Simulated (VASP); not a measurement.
Crystal: LaTiH3.

```
La Ti H
1.0
     3.95480    0.00000    0.00000
     0.00000    3.95480    0.00000
     0.00000    0.00000    4.37378
La Ti H
1 1 3
Direct
  0.00000 0.00000 0.00000
  0.50000 0.50000 0.00000
  0.00000 0.50000 0.50000
  0.50000 0.00000 0.50000
  0.00000 0.00000 0.50000
```

The cell was built from a structure type or drawn by symmetry, and may not be a known phase.

```yaml
Program: VASP 6.6.1
Task: relaxation of cell and atoms
Functional: PBE
Potentials_or_basis: VASP PAW PBE potentials, release 64 (La, Ti_sv, H)
Cutoff: 600 eV
k_mesh: 4 × 4 × 4
Occupations: gaussian, width 0.1 eV
Spin: no spin polarisation
```

At the start: pressure 0.1 GPa; volume 13.68 Å³/atom.

Q: How do energy, volume and symmetry change on relaxing?

A: Over 7 steps the energy falls by 161.2 meV/atom and the volume is 14.24 Å³/atom (+4.0 %); space group P4/mmm (No. 123, to 0.1 Å) before and after.

Step by step:
| step | energy change (eV) | largest force (eV/Å) | pressure (GPa) | volume (Å³) |
| --- | --- | --- | --- | --- |
| 1 | 0.0000 | 0.0000 | 0.09 | 68.41 |
| 2 | -0.5864 | 0.0000 | 0.56 | 68.22 |
| 3 | -0.7644 | 0.0000 | 2.63 | 67.40 |
| 4 | -0.7804 | 0.0000 | 2.24 | 67.66 |
| 5 | -0.7807 | 0.0000 | 2.33 | 67.61 |
| 6 | -0.8030 | 0.0000 | 0.82 | 69.89 |
| 7 | -0.8062 | 0.0000 | 0.04 | 71.18 |

Final structure:
```
La Ti H
1.0
     4.30348    0.00000    0.00000
     0.00000    4.30348    0.00000
     0.00000    0.00000    3.84333
La Ti H
1 1 3
Direct
  0.00000 0.00000 0.00000
  0.50000 0.50000 0.00000
  0.00000 0.50000 0.50000
  0.50000 0.00000 0.50000
  0.00000 0.00000 0.50000
```

Caveat: the k points lie up to 0.41 Å⁻¹ apart in the final cell, too coarse for converged energies and pressures of a metal.
